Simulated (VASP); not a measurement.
# Sn4O7 (a cell with a defect) in VASP: notebook

Sn4O7 (a cell with a defect) is run at these levels: PBEsol+D3(BJ); tasks: single point.

Everything below comes from runs of VASP 6.6.1. Logs are shortened: lines on timing, memory, paths and dates and some standing lists are left out, and cuts for length are marked.

## (1) The cell of the first run

The cell holds a defect, 11 atoms: a = 5.540 Å, b = 5.540 Å, c = 5.540 Å, α = 70.97°, β = 70.97°, γ = 70.97°.

## (2) Single point, PBEsol+D3(BJ)

The input, INCAR:

```
PREC = Accurate
ENCUT = 520
EDIFF = 1E-6
ISMEAR = 0
SIGMA = 0.05
LREAL = False
LASPH = True
NELM = 60
ALGO = Normal
ISIF = 2
LWAVE = False
LCHARG = True
GGA = PS
IVDW = 12
LELF = True
LVHAR = True
NELECT = 96.0
NBANDS = 60
```

The input, KPOINTS:

```
Automatic mesh
0
Gamma
  6 6 6
```

The input, POSCAR:

```
Sn4O7
1.0
    3.2156683686      1.8565669983      4.1108686860
   -3.2156683686      1.8565669983      4.1108686860
    0.0000000000     -3.7131339965      4.1108686860
Sn O
4 7
Direct
    0.8647871667      0.8647871667      0.8647871667
    0.3647871667      0.3647871667      0.8647871667
    0.3647871667      0.8647871667      0.3647871667
    0.8647871667      0.3647871667      0.3647871667
    0.6190548989      0.1190548989      0.6190548989
    0.6190548989      0.6190548989      0.1190548989
    0.5438035926      0.7193553637      0.7193553637
    0.1190548989      0.1190548989      0.1190548989
    0.1105194344      0.1105194344      0.6105194344
    0.1105194344      0.6105194344      0.1105194344
    0.6105194344      0.1105194344      0.1105194344
```

Potentials or basis: VASP PAW PBE potentials, release 64 (Sn_d, O).

On the command line:

```bash
$ cat potpaw_PBE.64/Sn_d/POTCAR potpaw_PBE.64/O/POTCAR > POTCAR
$ mpirun -np 1 vasp_std > vasp.out
```

OUTCAR:

```text
PREC = Accurate
   ENCUT = 520
   EDIFF = 1E-6
   ISMEAR = 0
   LREAL = False
   LASPH = True
   NELM = 60
   ISIF = 2
   GGA = PS
   IVDW = 12
   NELECT = 96.0
 IVDW          = 12

 ion  position               nearest neighbor table
   1  0.865  0.865  0.865-  10 2.10  11 2.10   9 2.10   5 2.10   6 2.10   7 2.60   2 3.22   2 3.22
                             3 3.22   4 3.22   4 3.22   3 3.22
   2  0.365  0.365  0.865-  10 2.10  11 2.10   5 2.10   8 2.10   7 2.28   1 3.22   1 3.22   3 3.22
                             3 3.22   4 3.22   4 3.22
   3  0.365  0.865  0.365-   9 2.10  11 2.10   6 2.10   8 2.10   7 2.28   4 3.22   4 3.22   2 3.22
                             1 3.22   1 3.22   2 3.22
   4  0.865  0.365  0.365-   9 2.10  10 2.10   6 2.10   8 2.10   5 2.10   3 3.22   3 3.22   1 3.22
                             1 3.22   2 3.22   2 3.22
   5  0.619  0.119  0.619-   1 2.10   2 2.10   4 2.10
   6  0.619  0.619  0.119-   3 2.10   4 2.10   1 2.10
   7  0.544  0.719  0.719-   3 2.28   2 2.28   1 2.60
   8  0.119  0.119  0.119-   3 2.10   4 2.10   2 2.10
   9  0.111  0.111  0.611-   3 2.10   4 2.10   1 2.10
  10  0.111  0.611  0.111-   1 2.10   2 2.10   4 2.10
  11  0.611  0.111  0.111-   1 2.10   2 2.10   3 2.10

  LATTYP: Found a trigonal (rhomboedric) cell.
 ALAT       =     5.5395492082
 COS(alpha) =     0.3260562443

  Lattice vectors:

 A1 = (   3.2156683686,   1.8565669983,   4.1108686860)
 A2 = (  -3.2156683686,   1.8565669983,   4.1108686860)
 A3 = (   0.0000000000,  -3.7131339965,   4.1108686860)

Analysis of symmetry for initial positions (statically):
=====================================================================
 Subroutine PRICEL returns:
 Original cell was already a primitive cell.

 Routine SETGRP: Setting up the symmetry group for a
 trigonal (rhombohedral) supercell.

 Subroutine GETGRP returns: Found  2 space group operations
 (whereof  2 operations were pure point group operations)
 out of a pool of 12 trial point group operations.

The static configuration has the point symmetry C_1h.

Analysis of symmetry for dynamics (positions and initial velocities):
=====================================================================
 Subroutine PRICEL returns:
 Original cell was already a primitive cell.

 Routine SETGRP: Setting up the symmetry group for a
 trigonal (rhombohedral) supercell.

 Subroutine GETGRP returns: Found  2 space group operations
 (whereof  2 operations were pure point group operations)
 out of a pool of 12 trial point group operations.

The dynamic configuration has the point symmetry C_1h.

 Subroutine INISYM returns: Found  2 space group operations
 (whereof  2 operations are pure point group operations),
 and found     1 'primitive' translations

----------------------------------------------------------------------------------------

                                     Primitive cell

  volume of cell :     147.2539

  direct lattice vectors                    reciprocal lattice vectors
     3.215668369  1.856566998  4.110868686     0.155488671  0.089771426  0.081085863
    -3.215668369  1.856566998  4.110868686    -0.155488671  0.089771426  0.081085863
     0.000000000 -3.713133996  4.110868686     0.000000000 -0.179542852  0.081085863

  length of vectors
     5.539549208  5.539549208  5.539549208     0.197003941  0.197003941  0.197003941

  position of ions in fractional coordinates (direct lattice)
     0.864787167  0.864787167  0.864787167
     0.364787167  0.364787167  0.864787167
     0.364787167  0.864787167  0.364787167
     0.864787167  0.364787167  0.364787167
     0.619054899  0.119054899  0.619054899
     0.619054899  0.619054899  0.119054899
     0.543803593  0.719355364  0.719355364
     0.119054899  0.119054899  0.119054899
     0.110519434  0.110519434  0.610519434
     0.110519434  0.610519434  0.110519434
     0.610519434  0.110519434  0.110519434

  ion indices of the primitive-cell ions
   primitive index   ion index
                 1           1
                 2           2
                 3           3
                 4           4
                 5           5
                 6           6
                 7           7
                 8           8
                 9           9
                10          10
                11          11

----------------------------------------------------------------------------------------

 KPOINTS: Automatic mesh

Automatic generation of k-mesh.
 Grid dimensions read from file:
 generate k-points for:    6    6    6

 Generating k-lattice:

  Cartesian coordinates                     Fractional coordinates (reciprocal lattice)
     0.025914778  0.014961904  0.013514310     0.166666667  0.000000000  0.000000000
    -0.025914778  0.014961904  0.013514310     0.000000000  0.166666667  0.000000000
     0.000000000 -0.029923809  0.013514310     0.000000000  0.000000000  0.166666667

  Length of vectors
     0.032833990  0.032833990  0.032833990

  Shift w.r.t. Gamma in fractional coordinates (k-lattice)
     0.000000000  0.000000000  0.000000000

 Subroutine IBZKPT returns following result:
 ===========================================

 Found     68 irreducible k-points:

 Following reciprocal coordinates:
            Coordinates               Weight
  0.000000  0.000000  0.000000      1.000000
  0.166667 -0.000000 -0.000000      2.000000
 -0.000000  0.166667 -0.000000      4.000000
  0.333333  0.000000 -0.000000      2.000000
  0.000000  0.333333 -0.000000      4.000000
  0.500000  0.000000 -0.000000      1.000000
[... 16 lines left out ...]
  0.500000  0.333333  0.000000      4.000000
 -0.000000  0.500000  0.333333      4.000000
 [... further k-points ...]
   k-points           NKPTS =     68   k-points in BZ     NKDIM =     68   number of bands    NBANDS=     60
   number of dos      NEDOS =    301   number of ions     NIONS =     11
   total plane-waves  NPLWV =  74088
   dimension x,y,z NGX =    42 NGY =   42 NGZ =   42
   dimension x,y,z NGXF=    84 NGYF=   84 NGZF=   84
   ions per type =               4   7
   NGX,Y,Z   is equivalent  to a cutoff of  12.60, 12.60, 12.60 a.u.
   NGXF,Y,Z  is equivalent  to a cutoff of  25.21, 25.21, 25.21 a.u.
 SYSTEM =  unknown system
   PREC   = accura    normal or accurate (medium, high low for compatibility)
   ISTART =      0    job   : 0-new  1-cont  2-samecut
   ICHARG =      2    charge: 1-file 2-atom 10-const
   ISPIN  =      1    spin polarized calculation?
   LNONCOLLINEAR =      F non collinear calculations
   LSORBIT =      F    spin-orbit coupling
   LASPH  =      T    aspherical Exc in radial PAW
   ENCUT  =  520.0 eV  38.22 Ry    6.18 a.u.  10.30 10.30 10.30*2*pi/ulx,y,z
   NELM   =     60;   NELMIN=  2; NELMDL= -5     # of ELM steps
   EDIFF  = 0.1E-05   stopping-criterion for ELM
   LREAL  =      F    real-space projection
   EDIFFG = 0.1E-04   stopping-criterion for IOM
   NSW    =      0    number of steps for IOM
   IBRION =     -1    ionic relax: 0-MD 1-quasi-New 2-CG
   NFREE  =      0    steps in history (QN), initial steepest desc. (CG)
   ISIF   =      2    stress and relaxation
   ISYM   =      2    0-nonsym 1-usesym 2-fastsym
   POTIM  = 0.5000    time-step for ionic-motion
   TEBEG  =    0.0;   TEEND  =   0.0 temperature during run
   PSTRESS=    0.0 pullay stress
   NELECT =      96.0000    total number of electrons
   NUPDOWN=      -1.0000    fix difference up-down
   EMIN   =  10.00;   EMAX   =-10.00  energy-range for DOS
   EFERMI =   0.00;   METHOD = LEGACY
   ISMEAR =     0;   SIGMA  =   0.05  broadening in eV -4-tet -1-fermi 0-gaus
   EFERMI_NEDOS =   21; number of points for ismear=-14 and -15
   IALGO  =     38    algorithm
   IMIX   =      4    mixing-type and parameters
     AMIX     =   0.40;   BMIX     =  1.00
     AMIX_MAG =   1.60;   BMIX_MAG =  1.00
  volume/ion in A,a.u.               =      13.39        90.34
  Fermi-wavevector in a.u.,A,eV,Ry     =   1.419525  2.682513 27.416430  2.015051
  Thomas-Fermi vector in A             =   2.540536
   LORBIT       =      0    0 simple, 1 ext, 2 COOP (PROOUT), +10 PAW based schemes
   GGA     = PS    functional components
   LHFCALC =     F    Hartree Fock is set to
   AEXX    =    0.0000 exact exchange contribution
   IVDW    =    12    specifies the selected vdW correction
   LEPSILON=     F    determine dielectric tensor
   LRPA    =     F    only Hartree local field effects (RPA)
 non-spin polarized calculation
 Gauss-broadening in eV      SIGMA  =   0.05
  energy-cutoff  :      520.00
  volume of cell :      147.25
 maximum number of plane-waves:      3982
 NGX is ok and might be reduce to    42
   NGX = 21   NGY = 21   NGZ = 21

 number of electron      95.9999992 magnetization

 Free energy of the ion-electron system (eV)
  ---------------------------------------------------
  ext. energy  EPLUGINS =         0.00000000
  ---------------------------------------------------
  free energy    TOTEN  =       -78.63380302 eV

  energy without entropy =      -78.63250663  energy(sigma->0) =      -78.63315482

 E-fermi :   5.3789     XC(G=0): -10.8659

 val. band max:        5.3065474816   @ k =   0.0000  -0.1667   0.1667
 cond. band min:       5.3799151569   @ k =   0.1667  -0.0000  -0.0000
 fundamental gap:      0.0733676753
 Fermi energy:         5.3788642855

 k-point     1 :       0.0000    0.0000    0.0000
  band No.  band energies     occupation
      1     -15.7341      2.00000
      2     -15.6176      2.00000
      3     -15.2667      2.00000
      4     -14.9130      2.00000
      5     -14.8029      2.00000
      6     -14.8011      2.00000
[... 52 lines left out ...]
     59      14.0401      0.00000
     60      14.4345      0.00000

 k-point     2 :       0.1667   -0.0000   -0.0000
  band No.  band energies     occupation
      1     -15.6932      2.00000
      2     -15.5739      2.00000
      3     -15.2471      2.00000
      4     -14.9105      2.00000
      5     -14.8349      2.00000
      6     -14.7911      2.00000
[... 1383 lines left out ...]
      4     -15.0683      2.00000
      5     -15.0227      2.00000
      6     -14.8867      2.00000
[... 52 lines left out ...]
     59      13.9401      0.00000
     60      14.7245      0.00000

 [... further k-points ...]

------------------------ aborting loop because EDIFF is reached ----------------------------------------

 Edisp (eV)   -2.10182

 E8    (eV) :    -1.3437

  FORCE on cell =-STRESS in cart. coord.  units (eV):
  Direction    XX          YY          ZZ          XY          YZ          ZX
  --------------------------------------------------------------------------------------
  -------------------------------------------------------------------------------------
  Total     -20.24798   -22.32401   -33.98136     1.79789     0.72862     1.26201
  in kB    -220.30566  -242.89354  -369.72995    19.56168     7.92770    13.73117
  external pressure =     -277.64 kB  Pullay stress =        0.00 kB

 VOLUME and BASIS-vectors are now :
 -----------------------------------------------------------------------------
  energy-cutoff  :      520.00
  volume of cell :      147.25
      direct lattice vectors                 reciprocal lattice vectors
     3.215668369  1.856566998  4.110868686     0.155488671  0.089771426  0.081085863
    -3.215668369  1.856566998  4.110868686    -0.155488671  0.089771426  0.081085863
     0.000000000 -3.713133996  4.110868686     0.000000000 -0.179542852  0.081085863

 POSITION                                       TOTAL-FORCE (eV/Angst)
 -----------------------------------------------------------------------------------
      0.00000      0.00000     10.66508        -1.957501     -1.130164      1.713129
      0.00000     -1.85657      6.55421         1.693100     -0.991132      1.997725
     -1.60783      0.92828      6.55421        -0.011796      1.961833      1.997725
      1.60783      0.92828      6.55421         0.612529      0.353644     -1.327561
      1.60783     -0.92828      5.57913        -1.212364      1.111875      0.747780
      0.00000      1.85657      5.57913         0.356730     -1.605876      0.747780
     -0.56452     -0.32592      8.14986         1.041202      0.601138     -4.640976
      0.00000      0.00000      1.46826        -0.170620     -0.098507     -0.121676
      0.00000     -1.85657      3.41843         0.011217     -0.528545     -0.421214
     -1.60783      0.92828      3.41843        -0.452125      0.273986     -0.421214
      1.60783      0.92828      3.41843         0.089629      0.051747     -0.271500
 -----------------------------------------------------------------------------------
    total drift:                               -0.000005     -0.000003     -0.001492

  FREE ENERGIE OF THE ION-ELECTRON SYSTEM (eV)
  ---------------------------------------------------
  free  energy   TOTEN  =       -80.7356222534 eV

  energy  without entropy=      -80.7343258633  energy(sigma->0) =      -80.73497406
```

Run time: 8 min. Hardware: 1 thread of AMD EPYC 9R45 (Zen 5), shared host; peak memory 0.52 GiB.

What came out:

```
Free energy                : -80.7356 eV
Largest force              : 4.794 eV/Å
Dispersion energy per atom : -0.191 eV
```

Forces on the atoms (eV/Å):
```
Sn  -1.958 -1.130  1.713
Sn   1.693 -0.991  1.998
Sn  -0.012  1.962  1.998
Sn   0.613  0.354 -1.328
O   -1.212  1.112  0.748
O    0.357 -1.606  0.748
O    1.041  0.601 -4.641
O   -0.171 -0.099 -0.122
O    0.011 -0.529 -0.421
O   -0.452  0.274 -0.421
O    0.090  0.052 -0.272
```

Levels at points of the mesh, in eV from the Fermi level:
| k point | band 45 | band 46 | band 47 | band 48 | band 49 | band 50 | band 51 | band 52 |
| --- | --- | --- | --- | --- | --- | --- | --- | --- |
| (0.00, 0.00, 0.00) | -0.80 | -0.54 | -0.35 | -0.18 | 0.03 | 2.58 | 3.30 | 3.32 |
| (0.50, 0.00, 0.00) | -0.78 | -0.49 | -0.16 | 0.04 | 0.37 | 1.83 | 3.36 | 3.41 |
| (0.00, 0.50, 0.00) | -0.79 | -0.71 | -0.38 | -0.08 | 0.73 | 2.23 | 3.19 | 3.37 |
| (0.50, 0.50, 0.00) | -0.81 | -0.64 | -0.46 | -0.19 | 1.23 | 2.12 | 3.14 | 3.40 |
| (0.00, 0.50, 0.50) | -1.13 | -1.06 | -0.56 | -0.28 | 1.12 | 2.23 | 3.30 | 3.52 |
| (0.50, 0.50, 0.50) | -1.57 | -1.48 | -0.73 | -0.43 | 1.24 | 3.00 | 3.27 | 3.44 |

Caveat: the cell carries a net charge on a neutralising background, which shifts energy and pressure; the cell differs from its parent crystal (atoms taken out, atom 7 moved 0.000 of the way to it and +0.900 Å across, host rigid); the cell is charged against a uniform background, so pressure and absolute levels hang on convention; the PAW data sets were made with another functional, which shifts forces and pressure a little; spin-orbit coupling is left out, which moves the levels of the heavy elements.

## (3) Single point, PBEsol+D3(BJ)

The input, INCAR:

```
SYSTEM = Sn4O7
PREC = Accurate ; ENCUT = 520
EDIFF = 1E-7 ; ISMEAR = 0
SIGMA = 0.05 ; LREAL = .False.
LASPH = .True. ; NELM = 100
ALGO = Normal ; ISIF = 2
LWAVE = .False. ; LCHARG = .True.
GGA = PS ; IVDW = 12
LELF = .True. ; LVHAR = .True.
NBANDS = 60 ; NELECT = 96.0
```

The input, KPOINTS:

```
regular mesh
0
Gamma
  6 6 6
  0 0 0
```

Changes to POSCAR since step 2:

```diff
@@ -14,3 +14,3 @@
     0.6190548989      0.6190548989      0.1190548989
-    0.5438035926      0.7193553637      0.7193553637
+    0.6549966622      0.5379621482      0.5379621482
     0.1190548989      0.1190548989      0.1190548989
```

Potentials or basis: VASP PAW PBE potentials, release 64 (Sn_d, O).

On the command line:

```bash
$ cat potpaw_PBE.64/Sn_d/POTCAR potpaw_PBE.64/O/POTCAR > POTCAR
$ mpirun -np 1 vasp_std > vasp.out
```

Run time: 9.6 min. Hardware: 1 thread of AMD EPYC 9R45 (Zen 5), shared host; peak memory 0.51 GiB.

It converged, with:

- Free energy: -77.0878 eV
- Largest force: 28.598 eV/Å
- Dispersion energy per atom: -0.191 eV

Forces in eV/Å, atoms in the order of the input:
```
Sn   -2.561  -1.479   0.936
Sn    2.806  -1.143   1.032
Sn    0.414   3.002   1.032
Sn   19.426  11.216 -10.632
O     1.265  -1.453  -1.633
O    -0.626   1.822  -1.633
O   -22.602 -13.049  11.692
O    -0.206  -0.119  -0.255
O     1.826  -0.688  -0.239
O     0.317   1.925  -0.239
O    -0.057  -0.033  -0.061
```

Levels at points of the mesh, in eV from the Fermi level:
```tsv
k point	band 44	band 45	band 46	band 47	band 48	band 49	band 50	band 51	band 52	band 53
(0.00, 0.00, 0.00)	-0.77	-0.71	-0.58	-0.32	0.00	0.09	3.20	3.31	3.93	5.34
(0.50, 0.00, 0.00)	-0.80	-0.69	-0.32	-0.19	-0.09	0.48	2.43	3.40	5.32	6.01
(0.00, 0.50, 0.00)	-0.81	-0.70	-0.37	-0.21	-0.02	0.67	2.00	3.44	5.25	5.99
(0.50, 0.50, 0.00)	-1.23	-0.91	-0.80	-0.30	-0.14	0.92	2.30	3.38	5.54	6.16
(0.00, 0.50, 0.50)	-1.31	-0.84	-0.76	-0.34	-0.22	1.22	2.33	3.04	5.39	6.47
(0.50, 0.50, 0.50)	-1.44	-1.37	-1.22	-0.79	-0.60	0.51	3.11	3.49	4.62	5.91
```

Caveat: the cell carries a net charge on a neutralising background, which shifts energy and pressure; the cell differs from its parent crystal (atoms taken out, atom 7 moved 0.000 of the way to it and -0.600 Å across, host rigid); the cell is charged against a uniform background, so pressure and absolute levels hang on convention; the PAW data sets were made with another functional, which shifts forces and pressure a little; spin-orbit coupling is left out, which moves the levels of the heavy elements.
